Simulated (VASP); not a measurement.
# Lu (Fm-3m) in VASP: notebook

The runs below take Lu through relaxation of cell and atoms, with LDA.

All numbers are computed with VASP 6.6.1; they aren't measurements. Logs are shortened: lines on timing, memory, paths and dates and some standing lists are left out, and cuts for length are marked.

## Step 1: The cell of the first run

The structure is cubic, space group Fm-3m (No. 225). The conventional cell has a = 4.668 Å, b = 4.668 Å, c = 4.668 Å, α = 90.00°, β = 90.00°, γ = 90.00°. Within 4.3 Å of Lu (site symmetry m-3m) lie 12 Lu at 3.30 Å.

This isn't the form of Lu at room conditions, which is hcp.

## Step 2: Relaxation of cell and atoms, LDA

INCAR

```
SYSTEM = Lu
PREC = Accurate
ENCUT = 600
EDIFF = 1E-7
ISMEAR = -1
SIGMA = 0.05
LREAL = .False.
LASPH = .True.
NELM = 100
ALGO = Normal
ISIF = 3
LWAVE = .False.
LCHARG = .False.
GGA = CA
IBRION = 2
NSW = 80
EDIFFG = -0.01
```

KPOINTS

```
Automatic mesh
0
Gamma
  5 5 5
  0 0 0
```

POSCAR

```
Lu
1.0
    4.6682757507      0.0000000000      0.0000000000
    0.0000000000      4.6682757507      0.0000000000
    0.0000000000      0.0000000000      4.6682757507
Lu
4
Direct
    0.0000000000      0.0000000000      0.0000000000
    0.0000000000      0.5000000000      0.5000000000
    0.5000000000      0.0000000000      0.5000000000
    0.5000000000      0.5000000000      0.0000000000
```

Potentials or basis: VASP PAW PBE potentials, release 64 (Lu).

Command:

```sh
> cat potpaw_PBE.64/Lu/POTCAR > POTCAR
> mpirun -np 1 vasp_std > vasp.out
```

OUTCAR:

```text
SYSTEM = Lu
   PREC = Accurate
   ENCUT = 600
   EDIFF = 1E-7
   ISMEAR = -1
   LREAL = .False.
   LASPH = .True.
   NELM = 100
   ISIF = 3
   GGA = CA
   IBRION = 2
   NSW = 80
   EDIFFG = -0.01

 ion  position               nearest neighbor table
   1  0.000  0.000  0.000-   2 3.30   3 3.30   4 3.30   2 3.30   3 3.30   2 3.30   4 3.30   2 3.30
                             3 3.30   4 3.30   3 3.30   4 3.30
   2  0.000  0.500  0.500-   1 3.30   3 3.30   4 3.30   1 3.30   4 3.30   1 3.30   3 3.30   1 3.30
                             3 3.30   4 3.30   4 3.30   3 3.30
   3  0.500  0.000  0.500-   1 3.30   2 3.30   4 3.30   1 3.30   4 3.30   2 3.30   4 3.30   4 3.30
                             1 3.30   2 3.30   1 3.30   2 3.30
   4  0.500  0.500  0.000-   1 3.30   2 3.30   3 3.30   2 3.30   3 3.30   1 3.30   3 3.30   3 3.30
                             1 3.30   2 3.30   2 3.30   1 3.30

  LATTYP: Found a simple cubic cell.
 ALAT       =     4.6682757507

  Lattice vectors:

 A1 = (   4.6682757507,   0.0000000000,   0.0000000000)
 A2 = (   0.0000000000,   4.6682757507,   0.0000000000)
 A3 = (   0.0000000000,   0.0000000000,   4.6682757507)

Analysis of symmetry for initial positions (statically):
=====================================================================
 Subroutine PRICEL returns following result:

  LATTYP: Found a face centered cubic cell.
 ALAT       =     4.6682757507

  Lattice vectors:

 A1 = (   2.3341378753,  -2.3341378753,   0.0000000000)
 A2 = (   2.3341378753,   0.0000000000,   2.3341378753)
 A3 = (   0.0000000000,  -2.3341378753,   2.3341378753)

   4 primitive cells build up your supercell.

 Routine SETGRP: Setting up the symmetry group for a
 simple cubic supercell.

 Subroutine GETGRP returns: Found 48 space group operations
 (whereof 48 operations were pure point group operations)
 out of a pool of 48 trial point group operations.

The static configuration has the point symmetry O_h .

Analysis of symmetry for dynamics (positions and initial velocities):
=====================================================================
 Subroutine PRICEL returns following result:

  LATTYP: Found a face centered cubic cell.
 ALAT       =     4.6682757507

  Lattice vectors:

 A1 = (   2.3341378753,  -2.3341378753,   0.0000000000)
 A2 = (   2.3341378753,   0.0000000000,   2.3341378753)
 A3 = (   0.0000000000,  -2.3341378753,   2.3341378753)

   4 primitive cells build up your supercell.

 Routine SETGRP: Setting up the symmetry group for a
 simple cubic supercell.

 Subroutine GETGRP returns: Found 48 space group operations
 (whereof 48 operations were pure point group operations)
 out of a pool of 48 trial point group operations.

The dynamic configuration has the point symmetry O_h .

 Subroutine INISYM returns: Found 48 space group operations
 (whereof 48 operations are pure point group operations),
 and found     4 'primitive' translations

----------------------------------------------------------------------------------------

                                     Primitive cell

  volume of cell :      25.4337

  direct lattice vectors                    reciprocal lattice vectors
     2.334137875 -2.334137875  0.000000000     0.214211853 -0.214211853 -0.214211853
     2.334137875  0.000000000  2.334137875     0.214211853  0.214211853  0.214211853
     0.000000000 -2.334137875  2.334137875    -0.214211853 -0.214211853  0.214211853

  length of vectors
     3.300969440  3.300969440  3.300969440     0.371025813  0.371025813  0.371025813

  position of ions in fractional coordinates (direct lattice)
     0.000000000  0.000000000  0.000000000

  ion indices of the primitive-cell ions
   primitive index   ion index
                 1           1

----------------------------------------------------------------------------------------

 KPOINTS: Automatic mesh

Automatic generation of k-mesh.
 Grid dimensions read from file:
 generate k-points for:    5    5    5

 Generating k-lattice:

  Cartesian coordinates                     Fractional coordinates (reciprocal lattice)
     0.042842371  0.000000000  0.000000000     0.200000000  0.000000000  0.000000000
     0.000000000  0.042842371  0.000000000     0.000000000  0.200000000  0.000000000
     0.000000000  0.000000000  0.042842371     0.000000000  0.000000000  0.200000000

  Length of vectors
     0.042842371  0.042842371  0.042842371

  Shift w.r.t. Gamma in fractional coordinates (k-lattice)
     0.000000000  0.000000000  0.000000000

 Subroutine IBZKPT returns following result:
 ===========================================

 Found     10 irreducible k-points:

 Following reciprocal coordinates:
            Coordinates               Weight
  0.000000  0.000000  0.000000      1.000000
  0.200000  0.000000  0.000000      6.000000
  0.400000  0.000000  0.000000      6.000000
  0.200000  0.200000  0.000000     12.000000
  0.400000  0.200000  0.000000     24.000000
  0.400000  0.400000  0.000000     12.000000
  0.200000  0.200000  0.200000      8.000000
  0.400000  0.200000  0.200000     24.000000
  0.400000  0.400000  0.200000     24.000000
  0.400000  0.400000  0.400000      8.000000
   k-points           NKPTS =     10   k-points in BZ     NKDIM =     10   number of bands    NBANDS=     60
   number of dos      NEDOS =    301   number of ions     NIONS =      4
   total plane-waves  NPLWV =  64000
   dimension x,y,z NGX =    40 NGY =   40 NGZ =   40
   dimension x,y,z NGXF=    80 NGYF=   80 NGZF=   80
   ions per type =               4
   NGX,Y,Z   is equivalent  to a cutoff of  14.24, 14.24, 14.24 a.u.
   NGXF,Y,Z  is equivalent  to a cutoff of  28.49, 28.49, 28.49 a.u.
 SYSTEM =  Lu
   PREC   = accura    normal or accurate (medium, high low for compatibility)
   ISTART =      0    job   : 0-new  1-cont  2-samecut
   ICHARG =      2    charge: 1-file 2-atom 10-const
   ISPIN  =      1    spin polarized calculation?
   LNONCOLLINEAR =      F non collinear calculations
   LSORBIT =      F    spin-orbit coupling
   LASPH  =      T    aspherical Exc in radial PAW
   ENCUT  =  600.0 eV  44.10 Ry    6.64 a.u.   9.32  9.32  9.32*2*pi/ulx,y,z
   NELM   =    100;   NELMIN=  2; NELMDL= -5     # of ELM steps
   EDIFF  = 0.1E-06   stopping-criterion for ELM
   LREAL  =      F    real-space projection
   EDIFFG = -.1E-01   stopping-criterion for IOM
   NSW    =     80    number of steps for IOM
   IBRION =      2    ionic relax: 0-MD 1-quasi-New 2-CG
   NFREE  =      1    steps in history (QN), initial steepest desc. (CG)
   ISIF   =      3    stress and relaxation
   ISYM   =      2    0-nonsym 1-usesym 2-fastsym
   POTIM  = 0.5000    time-step for ionic-motion
   TEBEG  =    0.0;   TEEND  =   0.0 temperature during run
   PSTRESS=    0.0 pullay stress
   NELECT =     100.0000    total number of electrons
   NUPDOWN=      -1.0000    fix difference up-down
   EMIN   =  10.00;   EMAX   =-10.00  energy-range for DOS
   EFERMI =   0.00;   METHOD = LEGACY
   ISMEAR =    -1;   SIGMA  =   0.05  broadening in eV -4-tet -1-fermi 0-gaus
   EFERMI_NEDOS =   21; number of points for ismear=-14 and -15
   IALGO  =     38    algorithm
   IMIX   =      4    mixing-type and parameters
     AMIX     =   0.40;   BMIX     =  1.00
     AMIX_MAG =   1.60;   BMIX_MAG =  1.00
  volume/ion in A,a.u.               =      25.43       171.64
  Fermi-wavevector in a.u.,A,eV,Ry     =   1.627740  3.075982 36.049140  2.649537
  Thomas-Fermi vector in A             =   2.720485
   LORBIT       =      0    0 simple, 1 ext, 2 COOP (PROOUT), +10 PAW based schemes
   GGA     = CA    functional components
   LHFCALC =     F    Hartree Fock is set to
   AEXX    =    0.0000 exact exchange contribution
   IVDW    =     0    specifies the selected vdW correction
   LEPSILON=     F    determine dielectric tensor
   LRPA    =     F    only Hartree local field effects (RPA)
 conjugate gradient relaxation of ions
 non-spin polarized calculation
  energy-cutoff  :      600.00
  volume of cell :      101.73
 maximum number of plane-waves:      3410
 NGX is ok and might be reduce to    40
   NGX = 19   NGY = 19   NGZ = 19

--------------------------------------- Ionic step        1  -------------------------------------------

 number of electron     100.0000000 magnetization

 number of electron      99.9999993 magnetization

 Free energy of the ion-electron system (eV)
  ---------------------------------------------------
  ext. energy  EPLUGINS =         0.00000000
  ---------------------------------------------------
  free energy    TOTEN  =       -20.67694492 eV

  energy without entropy =      -20.62478023  energy(sigma->0) =      -20.65086258

------------------------ aborting loop because EDIFF is reached ----------------------------------------

  FORCE on cell =-STRESS in cart. coord.  units (eV):
  Direction    XX          YY          ZZ          XY          YZ          ZX
  --------------------------------------------------------------------------------------
  -------------------------------------------------------------------------------------
  Total        0.1410369      0.1410369      0.1410369      0.0000000      0.0000000     -0.0000000
  in kB        2.2211287      2.2211287      2.2211287      0.0000000      0.0000000     -0.0000000
  external PRESSURE =       2.2211287 kB  Pullay stress =       0.0000000 kB

 VOLUME and BASIS-vectors are now :
 -----------------------------------------------------------------------------
  energy-cutoff  :      600.00
  volume of cell :      101.73
      direct lattice vectors                 reciprocal lattice vectors
     4.668275751  0.000000000  0.000000000     0.214211853  0.000000000  0.000000000
     0.000000000  4.668275751  0.000000000     0.000000000  0.214211853  0.000000000
     0.000000000  0.000000000  4.668275751     0.000000000  0.000000000  0.214211853
[... 39 lines left out ...]
 POSITION                                       TOTAL-FORCE (eV/Angst)
 -----------------------------------------------------------------------------------
      4.67622      0.00000      4.67622        -0.000000      0.000000     -0.000000
      4.67622      2.33811      2.33811         0.000000     -0.000000     -0.000000
      2.33811      4.67622      2.33811        -0.000000      0.000000      0.000000
      2.33811      2.33811      4.67622        -0.000000     -0.000000     -0.000000
 -----------------------------------------------------------------------------------
    total drift:                               -0.000000      0.000000     -0.000000

  FREE ENERGIE OF THE ION-ELECTRON SYSTEM (eV)
  ---------------------------------------------------
  free  energy   TOTEN  =       -20.6775689269 eV

  energy  without entropy=      -20.6244439451  energy(sigma->0) =      -20.65100644

--------------------------------------- Ionic step        3  -------------------------------------------

 number of electron      99.9999983 magnetization

 Free energy of the ion-electron system (eV)
  ---------------------------------------------------
  ext. energy  EPLUGINS =         0.00000000
  ---------------------------------------------------
  free energy    TOTEN  =       -20.67758938 eV

  energy without entropy =      -20.62428722  energy(sigma->0) =      -20.65093830

 E-fermi :   2.4915     XC(G=0): -11.6311

 val. band max:        2.4814164536   @ k =   0.4000   0.4000   0.2000
 cond. band min:       2.6756102979   @ k =   0.4000   0.4000   0.2000
 fundamental gap:      0.1941938443
 Fermi energy:         2.4914997553

 k-point     1 :       0.0000    0.0000    0.0000
  band No.  band energies     occupation
      1     -53.1748      2.00000
      2     -53.1005      2.00000
      3     -53.1005      2.00000
      4     -53.1005      2.00000
      5     -24.4112      2.00000
      6     -24.4112      2.00000
[... 641 lines left out ...]
 POSITION                                       TOTAL-FORCE (eV/Angst)
 -----------------------------------------------------------------------------------
      0.00000      0.00000      0.00000        -0.000000     -0.000000     -0.000000
     -0.00000      2.33884      2.33884        -0.000000      0.000000     -0.000000
      2.33884      0.00000      2.33884         0.000000     -0.000000      0.000000
      2.33884      2.33884      0.00000         0.000000      0.000000      0.000000
 -----------------------------------------------------------------------------------
    total drift:                               -0.000000     -0.000000     -0.000000

  FREE ENERGIE OF THE ION-ELECTRON SYSTEM (eV)
  ---------------------------------------------------
  free  energy   TOTEN  =       -20.6775893762 eV

  energy  without entropy=      -20.6242872222  energy(sigma->0) =      -20.65093830

 reached required accuracy - stopping structural energy minimisation
```

It took 5.5 min on 1 thread of Intel Xeon 8259CL, shared host; peak memory 0.23 GiB.

Results:

* Free energy: -20.6776 eV
* Relaxed volume: 25.59 Å³/atom
* Relaxed cell: a = 4.678 Å, b = 4.678 Å, c = 4.678 Å, α = 90.00°, β = 90.00°, γ = 90.00°
* Space group after relaxing (to 0.1 Å): Fm-3m (No. 225)
* Energy gained by relaxing: 0.2 meV/atom
* Ionic steps: 3
* Pressure after relaxing: 0.0 GPa
* Band gap on the k mesh: zero (bands 50 and 51 overlap by 1.70 eV)

The path:
| step | energy change (eV) | largest force (eV/Å) | pressure (GPa) | volume (Å³) |
| --- | --- | --- | --- | --- |
| 1 | 0.0000 | 0.0000 | 0.22 | 101.73 |
| 2 | -0.0006 | 0.0000 | 0.08 | 102.25 |
| 3 | -0.0006 | 0.0000 | 0.02 | 102.35 |

Final structure:
```
CELL_PARAMETERS angstrom
4.67768 0.00000 0.00000
0.00000 4.67768 0.00000
0.00000 0.00000 4.67768
ATOMIC_POSITIONS crystal
Lu 0.00000 0.00000 0.00000
Lu 0.00000 0.50000 0.50000
Lu 0.50000 0.00000 0.50000
Lu 0.50000 0.50000 0.00000
```

Caveat: the PAW data sets were made with another functional, which shifts forces and pressure a little; spin-orbit coupling is left out, which moves the levels of the heavy elements.

## Step 3: Relaxation of cell and atoms, LDA

This run uses another cell than the first one, of 29.41 Å³/atom.

INCAR

```
SYSTEM = Lu
PREC = Accurate
ENCUT = 600
EDIFF = 1E-6
ISMEAR = -1
SIGMA = 0.05
LREAL = .FALSE.
LASPH = .TRUE.
NELM = 80
ALGO = Normal
ISIF = 3
LWAVE = .FALSE.
LCHARG = .FALSE.
GGA = CA
IBRION = 2
NSW = 80
EDIFFG = -0.01
```

KPOINTS

```
regular mesh
0
G
  5 5 5
  0 0 0
```

POSCAR

```
Lu
1.0
    4.9000000000      0.0000000000      0.0000000000
    0.0000000000      4.9000000000      0.0000000000
    0.0000000000      0.0000000000      4.9000000000
Lu
4
Direct
    0.0000000000      0.0000000000      0.0000000000
    0.0000000000      0.5000000000      0.5000000000
    0.5000000000      0.0000000000      0.5000000000
    0.5000000000      0.5000000000      0.0000000000
```

Potentials or basis: VASP PAW PBE potentials, release 64 (Lu).

Command:

```sh
> cat potpaw_PBE.64/Lu/POTCAR > POTCAR
> mpirun -np 1 vasp_std > vasp.out
```

It took 7.3 min on 1 thread of Intel Xeon 8259CL, shared host; peak memory 0.24 GiB.

The run converged. Its results:

```
Free energy                           : -20.6790 eV
Relaxed volume                        : 25.65 Å³/atom
Relaxed cell                          : a = 4.682 Å, b = 4.682 Å, c = 4.682 Å, α = 90.00°, β = 90.00°, γ = 90.00°
Space group after relaxing (to 0.1 Å) : Fm-3m (No. 225)
Energy gained by relaxing             : 73.8 meV/atom
Ionic steps                           : 4
Pressure after relaxing               : -0.1 GPa
Band gap on the k mesh                : zero (bands 50 and 51 overlap by 1.68 eV)
```

The path:
| step | energy change (eV) | largest force (eV/Å) | pressure (GPa) | volume (Å³) |
| --- | --- | --- | --- | --- |
| 1 | 0.0000 | 0.0000 | -5.57 | 117.65 |
| 2 | -0.2926 | 0.0000 | 0.55 | 101.08 |
| 3 | -0.2953 | 0.0000 | 0.19 | 102.18 |
| 4 | -0.2953 | 0.0000 | -0.05 | 102.61 |

Final structure:
```
Lu
1.0
     4.68162    0.00000    0.00000
     0.00000    4.68162    0.00000
     0.00000    0.00000    4.68162
Lu
4
Direct
  0.00000 0.00000 0.00000
  0.00000 0.50000 0.50000
  0.50000 0.00000 0.50000
  0.50000 0.50000 0.00000
```

Levels at points of the mesh, in eV from the Fermi level:
| k point | band 48 | band 49 | band 50 | band 51 | band 52 | band 53 | band 54 | band 55 |
| --- | --- | --- | --- | --- | --- | --- | --- | --- |
| (0.00, 0.00, 0.00) | -2.39 | -1.15 | -1.15 | -1.15 | 2.27 | 2.27 | 2.27 | 2.66 |

Caveat: the PAW data sets were made with another functional, which shifts forces and pressure a little; spin-orbit coupling is left out, which moves the levels of the heavy elements.
